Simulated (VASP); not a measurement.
# ReS2 in VASP: single point with LDA

Aim: the single point of ReS2 with LDA.

All numbers are computed with VASP 6.6.1; they aren't measurements. Logs are shortened: lines on timing, memory, paths and dates and some standing lists are left out, and cuts for length are marked.

## Step 1: The cell of the first run

The cell holds a sheet with vacuum, 24 atoms: a = 6.295 Å, b = 6.399 Å, c = 23.000 Å, α = 90.00°, β = 90.00°, γ = 61.24°.

## Step 2: Single point, LDA

The input, INCAR:

```
SYSTEM = ReS2
PREC     = Accurate       ! precision mode
ENCUT    = 520            ! plane-wave cutoff, eV
EDIFF    = 1E-7           ! SCF threshold, eV
ISMEAR   = 0              ! smearing method
SIGMA    = 0.01           ! smearing width, eV
LREAL    = Auto         
LASPH    = .True.         ! aspherical terms in the spheres
NELM     = 60             ! most SCF steps
ALGO     = Normal         ! electronic algorithm
ISIF     = 2              ! what is computed and relaxed
LWAVE    = .False.        ! write WAVECAR
LCHARG   = .False.        ! write CHGCAR
NBANDS   = 94             ! bands
```

The input, KPOINTS:

```
Automatic mesh
0
Gamma
  4 4 1
  0 0 0
```

The input, POSCAR:

```
ReS2
1.0
    6.2948590681     -0.0069021581      0.0000000000
    3.0851120078      5.6056538369      0.0000000000
    0.0000000000      0.0000000000     23.0000000000
Re S
8 16
Direct
    0.2748650285      0.1452455907      0.3672634521
    0.3975672850      0.5197438525      0.3717582367
    0.8481434973      0.1181740563      0.3688761021
    0.8240950867      0.5469266539      0.3701434734
    0.6358669708      0.9453841003      0.6295461126
    0.7585692703      1.3198821681      0.6340408499
    1.2093392321      0.9182011390      0.6311608508
    1.1852907991      1.3469538390      0.6324282892
    1.0198586225      0.7366019935      0.3185257295
    0.4811946044      0.7682393452      0.3112698113
    0.1912115304      0.8966167295      0.4276185299
    0.1516346581      0.4390288469      0.4372371191
    0.6525008303      0.9283892891      0.4205552281
    0.9810594536      0.2743884478      0.2941546346
    0.6909916074      0.3908267718      0.4449066669
    0.5204505933      0.2269638403      0.3018391400
    1.3809333934      1.5367384851      0.5807491213
    0.8422227558      1.5685111067      0.5736858212
    0.5522395417      1.6968883768      0.6900344649
    0.5129839558      1.2381642768      0.6994652104
    1.0135755747      1.7285259376      0.6827787665
    1.3424426339      1.0743012330      0.5563976833
    1.0523748354      1.1907392579      0.7071496903
    0.8817996221      1.0260988939      0.5640671897
```

Potentials or basis: VASP PAW LDA potentials, release 64 (Re, S).

On the command line:

```
> cat potpaw_LDA.64/Re/POTCAR potpaw_LDA.64/S/POTCAR > POTCAR
> mpirun -np 1 vasp_std > vasp.out
```

OUTCAR:

```text
SYSTEM = ReS2
   PREC = Accurate
   ENCUT = 520
   EDIFF = 1E-7
   ISMEAR = 0
   LREAL = Auto
   LASPH = .True.
   NELM = 60
   ISIF = 2

 ion  position               nearest neighbor table
   1  0.275  0.145  0.367-  12 2.31  14 2.34  11 2.35  16 2.39  13 2.43  10 2.48   4 2.76   3 2.77
                             2 2.85
   2  0.398  0.520  0.372-  16 2.30  15 2.34  10 2.36  12 2.39   9 2.43  11 2.48   3 2.76   4 2.77
                             1 2.85
   3  0.848  0.118  0.369-  15 2.33  14 2.34  11 2.36  16 2.39  13 2.42   9 2.44   4 2.67   2 2.76
                             1 2.77
   4  0.824  0.547  0.370-  14 2.33  15 2.34  10 2.36  12 2.40   9 2.42  13 2.44   3 2.67   1 2.76
                             2 2.77
   5  0.636  0.945  0.630-  20 2.30  22 2.34  19 2.36  24 2.39  21 2.43  18 2.48   8 2.76   7 2.77
                             6 2.85
   6  0.759  0.320  0.634-  24 2.31  23 2.34  18 2.35  20 2.39  17 2.43  19 2.48   7 2.76   8 2.77
                             5 2.85
   7  0.209  0.918  0.631-  23 2.33  22 2.34  19 2.36  24 2.40  21 2.42  17 2.44   8 2.67   6 2.76
                             5 2.77
   8  0.185  0.347  0.632-  22 2.33  23 2.34  18 2.36  20 2.39  17 2.42  21 2.44   7 2.67   5 2.76
                             6 2.77
   9  0.020  0.737  0.319-   4 2.42   2 2.43   3 2.44
  10  0.481  0.768  0.311-   2 2.36   4 2.36   1 2.48
  11  0.191  0.897  0.428-   1 2.35   3 2.36   2 2.48
  12  0.152  0.439  0.437-   1 2.31   2 2.39   4 2.40
  13  0.653  0.928  0.421-   3 2.42   1 2.43   4 2.44
  14  0.981  0.274  0.294-   4 2.33   3 2.34   1 2.34
[... 8 lines left out ...]
  23  0.052  0.191  0.707-   7 2.33   8 2.34   6 2.34
  24  0.882  0.026  0.564-   6 2.31   5 2.39   7 2.40

  LATTYP: Found a simple monoclinic cell.
 ALAT       =     6.2948628521
 B/A-ratio  =     3.6537730115
 C/A-ratio  =     1.0164695853
 COS(beta)  =    -0.4811981039

  Lattice vectors:

 A1 = (   6.2948590681,  -0.0069021581,   0.0000000000)
 A2 = (   0.0000000000,   0.0000000000,  23.0000000000)
 A3 = (  -3.0851120078,  -5.6056538369,   0.0000000000)

Analysis of symmetry for initial positions (statically):
=====================================================================
 Subroutine PRICEL returns:
 Original cell was already a primitive cell.

 Routine SETGRP: Setting up the symmetry group for a
 simple monoclinic supercell.

 Subroutine GETGRP returns: Found  2 space group operations
 (whereof  1 operations were pure point group operations)
 out of a pool of  4 trial point group operations.

The static configuration has the point symmetry C_1 .
 The point group associated with its full space group is S_2 .

Analysis of symmetry for dynamics (positions and initial velocities):
[... 149 lines left out ...]
   POTIM  = 0.5000    time-step for ionic-motion
   TEBEG  =    0.0;   TEEND  =   0.0 temperature during run
   PSTRESS=    0.0 pullay stress
   NELECT =     152.0000    total number of electrons
   NUPDOWN=      -1.0000    fix difference up-down
   EMIN   =  10.00;   EMAX   =-10.00  energy-range for DOS
   EFERMI =   0.00;   METHOD = LEGACY
   ISMEAR =     0;   SIGMA  =   0.01  broadening in eV -4-tet -1-fermi 0-gaus
   EFERMI_NEDOS =   21; number of points for ismear=-14 and -15
   IALGO  =     38    algorithm
   IMIX   =      4    mixing-type and parameters
     AMIX     =   0.40;   BMIX     =  1.00
     AMIX_MAG =   1.60;   BMIX_MAG =  1.00
  volume/ion in A,a.u.               =      33.84       228.34
  Fermi-wavevector in a.u.,A,eV,Ry     =   0.936459  1.769650 11.931697  0.876955
  Thomas-Fermi vector in A             =   2.063470
   LORBIT       =      0    0 simple, 1 ext, 2 COOP (PROOUT), +10 PAW based schemes
   GGA     = CA    functional components
   LHFCALC =     F    Hartree Fock is set to
   AEXX    =    0.0000 exact exchange contribution
   IVDW    =     0    specifies the selected vdW correction
   LEPSILON=     F    determine dielectric tensor
   LRPA    =     F    only Hartree local field effects (RPA)
 non-spin polarized calculation
 Gauss-broadening in eV      SIGMA  =   0.01
  energy-cutoff  :      520.00
  volume of cell :      812.09
 maximum number of plane-waves:     21898
 NGX is ok and might be reduce to    48
   NGX = 23   NGY = 23   NGZ = 85

 number of electron     151.9999999 magnetization

 Free energy of the ion-electron system (eV)
  ---------------------------------------------------
  ext. energy  EPLUGINS =         0.00000000
  ---------------------------------------------------
  free energy    TOTEN  =      -200.07100236 eV

  energy without entropy =     -200.07100236  energy(sigma->0) =     -200.07100236

 E-fermi :   0.1673     XC(G=0):  -6.2177

 val. band max:        0.1243186644   @ k =   0.0000   0.0000   0.0000
 cond. band min:       1.4666768079   @ k =   0.0000   0.0000   0.0000
 fundamental gap:      1.3423581435
 Fermi energy:         0.1672715766

 k-point     1 :       0.0000    0.0000    0.0000
  band No.  band energies     occupation
      1     -14.9692      2.00000
      2     -14.8686      2.00000
      3     -13.4671      2.00000
      4     -13.3560      2.00000
      5     -13.0428      2.00000
      6     -12.9924      2.00000
[... 899 lines left out ...]
     87       2.5623      0.00000
     88       2.6954      0.00000
 [bands above 88 left out]

------------------------ aborting loop because EDIFF is reached ----------------------------------------

  FORCE on cell =-STRESS in cart. coord.  units (eV):
  Direction    XX          YY          ZZ          XY          YZ          ZX
  --------------------------------------------------------------------------------------
  -------------------------------------------------------------------------------------
  Total        2.6476506      2.7073790      2.4005385     -0.0483874     -0.0867719      0.0110944
  in kB        5.2235906      5.3414298      4.7360594     -0.0954642     -0.1711936      0.0218883
  external PRESSURE =       5.1003599 kB  Pullay stress =       0.0000000 kB

 VOLUME and BASIS-vectors are now :
 -----------------------------------------------------------------------------
  energy-cutoff  :      520.00
  volume of cell :      812.09
      direct lattice vectors                 reciprocal lattice vectors
     6.294859068 -0.006902158  0.000000000     0.158763985 -0.087376904  0.000000000
     3.085112008  5.605653837  0.000000000     0.000195484  0.178283736  0.000000000
     0.000000000  0.000000000 23.000000000     0.000000000  0.000000000  0.043478261

 POSITION                                       TOTAL-FORCE (eV/Angst)
 -----------------------------------------------------------------------------------
      2.17834      0.81230      8.44706         0.021654     -0.019799     -0.013816
      4.10610      2.91076      8.55044        -0.021365      0.022324      0.017937
      5.70352      0.65659      8.48415        -0.013305     -0.043846     -0.007751
      6.87489      3.06019      8.51330         0.013535      0.043842      0.012400
      6.91931      5.29511     14.47956         0.021365     -0.022324     -0.017937
      5.76196      1.78791     14.58294        -0.021654      0.019799      0.013816
[... 16 lines left out ...]
      0.91814      1.06886     16.26444        -0.000507     -0.000551      0.166451
      5.63132      0.14022     12.97355        -0.001056     -0.027453     -0.136838
 -----------------------------------------------------------------------------------
    total drift:                                0.001139      0.000932      0.006735

  FREE ENERGIE OF THE ION-ELECTRON SYSTEM (eV)
  ---------------------------------------------------
  free  energy   TOTEN  =      -200.0710023634 eV

  energy  without entropy=     -200.0710023634  energy(sigma->0) =     -200.07100236
```

stdout:

```text
POSCAR found type information on POSCAR ReS
 POSCAR found :  2 types and      24 ions
 scaLAPACK will be used
 LDA part: xc-table for (Slater(with rela. corr.)+CA(PZ))
 , standard interpolation
 POSCAR, INCAR and KPOINTS ok, starting setup
 FFT: planning ... GRIDC
 FFT: planning ... GRID_SOFT
 FFT: planning ... GRID
 WAVECAR not read
 entering main loop
```

It took 61 min on 1 thread of Intel Xeon Platinum 8488C (Sapphire Rapids), shared host; peak memory 0.82 GiB.

Results:

```yaml
Free_energy: -200.0710 eV
Largest_force: 0.177 eV/Å
Band_gap_on_the_k_mesh: 1.34 eV
```

Forces in eV/Å, atoms in the order of the input:
```
Re   0.022 -0.020 -0.014
Re  -0.021  0.022  0.018
Re  -0.013 -0.044 -0.008
Re   0.014  0.044  0.012
Re   0.021 -0.022 -0.018
Re  -0.022  0.020  0.014
Re  -0.014 -0.044 -0.012
Re   0.013  0.044  0.008
S    0.005  0.009 -0.072
S   -0.006  0.046 -0.089
S    0.005 -0.045  0.100
S    0.001  0.027  0.137
S   -0.006 -0.008  0.074
S    0.001  0.001 -0.166
S    0.000 -0.001  0.177
S   -0.003 -0.034 -0.131
S    0.006  0.008 -0.074
S   -0.005  0.045 -0.100
S    0.006 -0.046  0.089
S    0.003  0.034  0.131
S   -0.005 -0.009  0.072
S    0.000  0.001 -0.177
S   -0.001 -0.001  0.166
S   -0.001 -0.027 -0.137
```

Levels at points of the mesh, in eV from the valence-band top:
```csv
k point,band 74,band 75,band 76,band 77,band 78,band 79
"(0.00, 0.00, 0.00)",-0.27,-0.19,0.00,1.34,1.44,1.99
"(0.50, 0.00, 0.00)",-0.51,-0.44,-0.38,1.59,1.71,1.85
"(0.00, 0.50, 0.00)",-0.36,-0.21,-0.19,1.56,1.70,1.84
"(0.50, 0.50, 0.00)",-0.50,-0.44,-0.44,1.60,1.66,1.75
```

Caveat: spin-orbit coupling is left out, which moves the levels of the heavy elements.
